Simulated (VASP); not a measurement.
# NdBi2S3 (I4mm) in VASP: notebook, part 2 of 2

VASP 6.6.1. The steps go on from the part before.

## Step 3: Single point, PBE

Input file INCAR:

```
SYSTEM = NdBi2S3
ALGO = Normal
EDIFF = 1E-6
ENCUT = 500
GGA = PE
GGA_COMPAT = .FALSE.
ISIF = 2
ISMEAR = 0
LASPH = .TRUE.
LCHARG = .FALSE.
LMAXMIX = 6
LREAL = .FALSE.
LWAVE = .FALSE.
NBANDS = 38
NELM = 200
PREC = Accurate
SIGMA = 0.1
```

Input file KPOINTS:

```
k-points
0
G
  4 4 4
  0 0 0
```

Input file POSCAR:

```
NdBi2S3
1.0
   -2.8077672954      2.8077672954      5.7814449988
    2.8077672954     -2.8077672954      5.7814449988
    2.8077672954      2.8077672954     -5.7814449988
Nd Bi S
1 2 3
Direct
    0.1521509734      0.1521509734      0.0000000000
    0.8500645400      0.3500645400      0.5000000000
    0.3500645400      0.8500645400      0.5000000000
    0.6267781932      0.1267781932      0.5000000000
    0.1267781932      0.6267781932      0.5000000000
    0.9054388003      0.9054388003      0.0000000000
```

Potentials or basis: VASP PAW PBE potentials, release 64 (Nd_3, Bi_d, S), 4f in core.

Started as:

```sh
$ cat potpaw_PBE.64/Nd_3/POTCAR potpaw_PBE.64/Bi_d/POTCAR potpaw_PBE.64/S/POTCAR > POTCAR
$ mpirun -np 1 vasp_std > vasp.out
```

OUTCAR:

```text
SYSTEM = NdBi2S3
   EDIFF = 1E-6
   ENCUT = 500
   GGA = PE
   ISIF = 2
   ISMEAR = 0
   LASPH = .TRUE.
   LREAL = .FALSE.
   NELM = 200
   PREC = Accurate

 ion  position               nearest neighbor table
   1  0.152  0.152  0.000-   4 2.82   5 2.82   5 2.82   4 2.82   6 2.85   2 3.62   3 3.62   3 3.62
                             2 3.62
   2  0.850  0.350  0.500-   4 2.58   6 2.88   6 2.88   5 3.20   1 3.62   1 3.62
   3  0.350  0.850  0.500-   5 2.58   6 2.88   6 2.88   4 3.20   1 3.62   1 3.62
   4  0.627  0.127  0.500-   2 2.58   1 2.82   1 2.82   3 3.20
   5  0.127  0.627  0.500-   3 2.58   1 2.82   1 2.82   2 3.20
   6  0.905  0.905  0.000-   1 2.85   2 2.88   3 2.88   2 2.88   3 2.88

  LATTYP: Found a body centered tetragonal cell.
 ALAT       =     5.6155345908
 C/A-ratio  =     2.0590898000

  Lattice vectors:

 A1 = (  -2.8077672954,   2.8077672954,   5.7814449988)
 A2 = (   2.8077672954,  -2.8077672954,   5.7814449988)
 A3 = (   2.8077672954,   2.8077672954,  -5.7814449988)

Analysis of symmetry for initial positions (statically):
=====================================================================
 Subroutine PRICEL returns:
 Original cell was already a primitive cell.

 Routine SETGRP: Setting up the symmetry group for a
 body centered tetragonal supercell.

 Subroutine GETGRP returns: Found  8 space group operations
 (whereof  8 operations were pure point group operations)
 out of a pool of 16 trial point group operations.

The static configuration has the point symmetry C_4v.

Analysis of symmetry for dynamics (positions and initial velocities):
=====================================================================
 Subroutine PRICEL returns:
 Original cell was already a primitive cell.

 Routine SETGRP: Setting up the symmetry group for a
 body centered tetragonal supercell.

 Subroutine GETGRP returns: Found  8 space group operations
 (whereof  8 operations were pure point group operations)
 out of a pool of 16 trial point group operations.

The dynamic configuration has the point symmetry C_4v.
[... 118 lines left out ...]
  Thomas-Fermi vector in A             =   2.260634
   LORBIT       =      0    0 simple, 1 ext, 2 COOP (PROOUT), +10 PAW based schemes
   GGA     = PE    functional components
   LHFCALC =     F    Hartree Fock is set to
   AEXX    =    0.0000 exact exchange contribution
   IVDW    =     0    specifies the selected vdW correction
   LEPSILON=     F    determine dielectric tensor
   LRPA    =     F    only Hartree local field effects (RPA)
 non-spin polarized calculation
 Gauss-broadening in eV      SIGMA  =   0.10
  energy-cutoff  :      500.00
  volume of cell :      182.31
 maximum number of plane-waves:      4654
 NGX is ok and might be reduce to    54
   NGX = 25   NGY = 25   NGZ = 25

 number of electron      59.0000000 magnetization

 Free energy of the ion-electron system (eV)
  ---------------------------------------------------
  ext. energy  EPLUGINS =         0.00000000
  ---------------------------------------------------
  free energy    TOTEN  =       -29.56252277 eV

  energy without entropy =      -29.55384187  energy(sigma->0) =      -29.55818232

 E-fermi :   4.3019     XC(G=0):  -8.9203

 val. band max:        4.2828014560   @ k =   0.5000   0.5000   0.2500
 cond. band min:       4.3664685138   @ k =   0.2500   0.2500   0.0000
 fundamental gap:      0.0836670578
 Fermi energy:         4.3019462633

 k-point     1 :       0.0000    0.0000    0.0000
  band No.  band energies     occupation
      1     -33.7396      2.00000
      2     -19.0898      2.00000
      3     -19.0534      2.00000
      4     -19.0331      2.00000
      5     -19.0331      2.00000
      6     -18.9652      2.00000
[... 522 lines left out ...]
     37       8.2710      0.00000
     38       8.5415      0.00000

------------------------ aborting loop because EDIFF is reached ----------------------------------------

  FORCE on cell =-STRESS in cart. coord.  units (eV):
  Direction    XX          YY          ZZ          XY          YZ          ZX
  --------------------------------------------------------------------------------------
  -------------------------------------------------------------------------------------
  Total       -0.0124210     -0.0124210      0.2695912      0.0000000      0.0000000      0.0000000
  in kB       -0.1091558     -0.1091558      2.3691784      0.0000000      0.0000000      0.0000000
  external PRESSURE =       0.7169556 kB  Pullay stress =       0.0000000 kB

 VOLUME and BASIS-vectors are now :
 -----------------------------------------------------------------------------
  energy-cutoff  :      500.00
  volume of cell :      182.31
      direct lattice vectors                 reciprocal lattice vectors
    -2.807767295  2.807767295  5.781444999     0.000000000  0.178077436  0.086483569
     2.807767295 -2.807767295  5.781444999     0.178077436  0.000000000  0.086483569
     2.807767295  2.807767295 -5.781444999     0.178077436  0.178077436  0.000000000

 POSITION                                       TOTAL-FORCE (eV/Angst)
 -----------------------------------------------------------------------------------
      0.00000      0.00000      1.75930         0.000000      0.000000     -0.007585
     -0.00000      2.80777      4.04776        -0.000000      0.000000      0.002622
      2.80777     -0.00000      4.04776         0.000000     -0.000000      0.002622
      0.00000      2.80777      1.46592         0.000000      0.000000      0.015338
      2.80777      0.00000      1.46592        -0.000000     -0.000000      0.015338
      0.00000      0.00000     10.46949        -0.000000     -0.000000     -0.028334
 -----------------------------------------------------------------------------------
    total drift:                               -0.000002     -0.000002      0.001889

  FREE ENERGIE OF THE ION-ELECTRON SYSTEM (eV)
  ---------------------------------------------------
  free  energy   TOTEN  =       -29.5625227716 eV

  energy  without entropy=      -29.5538418746  energy(sigma->0) =      -29.55818232
```

stdout:

```text
POSCAR found type information on POSCAR NdBiS
 POSCAR found :  3 types and       6 ions
 scaLAPACK will be used
 LDA part: xc-table for (Slater+PW92), standard interpolation
 POSCAR, INCAR and KPOINTS ok, starting setup
 FFT: planning ... GRIDC
 FFT: planning ... GRID_SOFT
 FFT: planning ... GRID
 WAVECAR not read
 entering main loop
```

It took 2.6 min on 1 thread of Intel Xeon Platinum 8488C (Sapphire Rapids), shared host; peak memory 0.42 GiB.

Results:

* Free energy: -29.5625 eV
* Pressure: 0.1 GPa
* Largest force: 0.028 eV/Å
* Band gap on the k mesh: zero (an odd number of electrons rules out a gap without spin polarisation)

Forces in eV/Å, atoms in the order of the input:
```
Nd   0.000  0.000 -0.008
Bi   0.000  0.000  0.003
Bi   0.000  0.000  0.003
S    0.000  0.000  0.015
S    0.000  0.000  0.015
S    0.000  0.000 -0.028
```

Caveat: spin-orbit coupling is left out, which moves the levels of the heavy elements; the 4f electrons are frozen in the core, so they carry no moment and show no levels; the run has no spin polarisation, though such a crystal can be magnetic. Spin polarisation is off, so any magnetic state and its effect on volume and gap are missing.

## Step 4: Single point, PBE (31.31 Å³/atom)

This run uses another cell than the first one, of 31.31 Å³/atom.

Input file INCAR:

```
SYSTEM = NdBi2S3
PREC = Accurate ; ENCUT = 500
EDIFF = 1E-6 ; ISMEAR = 0
SIGMA = 0.1 ; LREAL = .False.
LASPH = .True. ; NELM = 200
ALGO = Normal ; ISIF = 2
LWAVE = .False. ; LCHARG = .True.
GGA = PE ; LELF = .True.
LVHAR = .True. ; NBANDS = 38
GGA_COMPAT = .False. ; LMAXMIX = 6
```

Input file KPOINTS:

```
Automatic mesh
0
Gamma
  8 8 8
  0 0 0
```

Input file POSCAR:

```
NdBi2S3
1.0
   -2.8248368075      2.8248368075      5.8863273638
    2.8248368075     -2.8248368075      5.8863273638
    2.8248368075      2.8248368075     -5.8863273638
Nd Bi S
1 2 3
Direct
    0.1508803207      0.1508803207      0.0000000000
    0.8482305487      0.3482305487      0.5000000000
    0.3482305487      0.8482305487      0.5000000000
    0.6294533697      0.1294533697      0.5000000000
    0.1294533697      0.6294533697      0.5000000000
    0.9050270823      0.9050270823      0.0000000000
```

Potentials or basis: VASP PAW PBE potentials, release 64 (Nd_3, Bi_d, S), 4f in core.

Started as:

```sh
$ cat potpaw_PBE.64/Nd_3/POTCAR potpaw_PBE.64/Bi_d/POTCAR potpaw_PBE.64/S/POTCAR > POTCAR
$ mpirun -np 1 vasp_std > vasp.out
```

OUTCAR:

```text
SYSTEM = NdBi2S3
   PREC = Accurate
   ENCUT = 500
   EDIFF = 1E-6
   ISMEAR = 0
   LREAL = .False.
   LASPH = .True.
   NELM = 200
   ISIF = 2
   GGA = PE

 ion  position               nearest neighbor table
   1  0.151  0.151  0.000-   4 2.84   5 2.84   5 2.84   4 2.84   6 2.89   2 3.66   3 3.66   3 3.66
                             2 3.66
   2  0.848  0.348  0.500-   4 2.58   6 2.90   6 2.90   5 3.31   1 3.66   1 3.66
   3  0.348  0.848  0.500-   5 2.58   6 2.90   6 2.90   4 3.31   1 3.66   1 3.66
   4  0.629  0.129  0.500-   2 2.58   1 2.84   1 2.84   3 3.31
   5  0.129  0.629  0.500-   3 2.58   1 2.84   1 2.84   2 3.31
   6  0.905  0.905  0.000-   1 2.89   2 2.90   3 2.90   2 2.90   3 2.90

  LATTYP: Found a body centered tetragonal cell.
 ALAT       =     5.6496736150
 C/A-ratio  =     2.0837760780

  Lattice vectors:

 A1 = (  -2.8248368075,   2.8248368075,   5.8863273638)
 A2 = (   2.8248368075,  -2.8248368075,   5.8863273638)
 A3 = (   2.8248368075,   2.8248368075,  -5.8863273638)

Analysis of symmetry for initial positions (statically):
=====================================================================
 Subroutine PRICEL returns:
 Original cell was already a primitive cell.

[... 184 lines left out ...]

 k-point     1 :       0.0000    0.0000    0.0000
  band No.  band energies     occupation
      1     -34.0753      2.00000
      2     -19.3225      2.00000
      3     -19.2900      2.00000
      4     -19.2684      2.00000
      5     -19.2684      2.00000
      6     -19.1995      2.00000
[... 973 lines left out ...]
     37       7.3998      0.00000
     38       8.1370      0.00000

 [... further k-points ...]

------------------------ aborting loop because EDIFF is reached ----------------------------------------

  FORCE on cell =-STRESS in cart. coord.  units (eV):
  Direction    XX          YY          ZZ          XY          YZ          ZX
  --------------------------------------------------------------------------------------
  -------------------------------------------------------------------------------------
  Total       -1.1414071     -1.1414071     -1.1958599      0.0000000      0.0000000      0.0000000
  in kB       -9.7332980     -9.7332980    -10.1976416      0.0000000      0.0000000      0.0000000
  external PRESSURE =      -9.8880792 kB  Pullay stress =       0.0000000 kB

 VOLUME and BASIS-vectors are now :
 -----------------------------------------------------------------------------
  energy-cutoff  :      500.00
  volume of cell :      187.88
      direct lattice vectors                 reciprocal lattice vectors
    -2.824836808  2.824836808  5.886327364     0.000000000  0.177001375  0.084942608
     2.824836808 -2.824836808  5.886327364     0.177001375  0.000000000  0.084942608
     2.824836808  2.824836808 -5.886327364     0.177001375  0.177001375  0.000000000

 POSITION                                       TOTAL-FORCE (eV/Angst)
 -----------------------------------------------------------------------------------
      0.00000      0.00000      1.77626         0.000000      0.000000     -0.007261
     -0.00000      2.82484      4.09960        -0.000000     -0.000000     -0.008746
      2.82484     -0.00000      4.09960         0.000000      0.000000     -0.008746
      0.00000      2.82484      1.52401        -0.000000     -0.000000      0.012731
      2.82484      0.00000      1.52401        -0.000000     -0.000000      0.012731
      0.00000      0.00000     10.65457         0.000000      0.000000     -0.000709
 -----------------------------------------------------------------------------------
    total drift:                               -0.000001     -0.000001      0.000699

  FREE ENERGIE OF THE ION-ELECTRON SYSTEM (eV)
  ---------------------------------------------------
  free  energy   TOTEN  =       -29.5438078078 eV

  energy  without entropy=      -29.5312517556  energy(sigma->0) =      -29.53752978
```

Wall time 9.6 min (1 thread of Intel Xeon 6975P-C (Granite Rapids), shared host); peak memory 0.63 GiB.

What came out:

```yaml
Free_energy: -29.5438 eV
Pressure: -1.0 GPa
Largest_force: 0.013 eV/Å
Band_gap_on_the_k_mesh: zero (an odd number of electrons rules out a gap without spin polarisation)
```

Forces on the atoms (eV/Å):
```
Nd   0.000  0.000 -0.007
Bi   0.000  0.000 -0.009
Bi   0.000  0.000 -0.009
S    0.000  0.000  0.013
S    0.000  0.000  0.013
S    0.000  0.000 -0.001
```

Caveat: spin-orbit coupling is left out, which moves the levels of the heavy elements; the 4f electrons are frozen in the core, so they carry no moment and show no levels; the run has no spin polarisation, though such a crystal can be magnetic. With open d or f shells a metallic result of PBE can be an artefact of self-interaction; +U or a hybrid may open a gap.

## Step 5: Summary

| cell | k mesh | smearing | gap on the mesh (eV) | pressure (GPa) | largest force (eV/Å) |
| --- | --- | --- | --- | --- | --- |
| a = 7.014 Å, angles 132.8, 132.8, 69.0°, 6 atoms, atomic positions A | 4 × 4 × 4 | gaussian 0.2 eV | none | 0.1 | 0.03 |
| a = 7.014 Å, angles 132.8, 132.8, 69.0°, 6 atoms, atomic positions A | 4 × 4 × 4 | gaussian 0.1 eV | none | 0.1 | 0.03 |
| a = 7.114 Å, angles 133.2, 133.2, 68.3°, 6 atoms, atomic positions B | 8 × 8 × 8 | gaussian 0.1 eV | none | -1.0 | 0.01 |

Alike in all rows: task single point; level PBE; potentials or basis VASP PAW PBE potentials, release 64 (Nd_3, Bi_d, S), 4f in core; no spin polarisation; cutoff (eV) 500.

Caveats: spin-orbit coupling is left out, which moves the levels of the heavy elements; the 4f electrons are frozen in the core, so they carry no moment and show no levels; the run has no spin polarisation, though such a crystal can be magnetic.

Absolute energies hang on the potentials; compare differences alone.
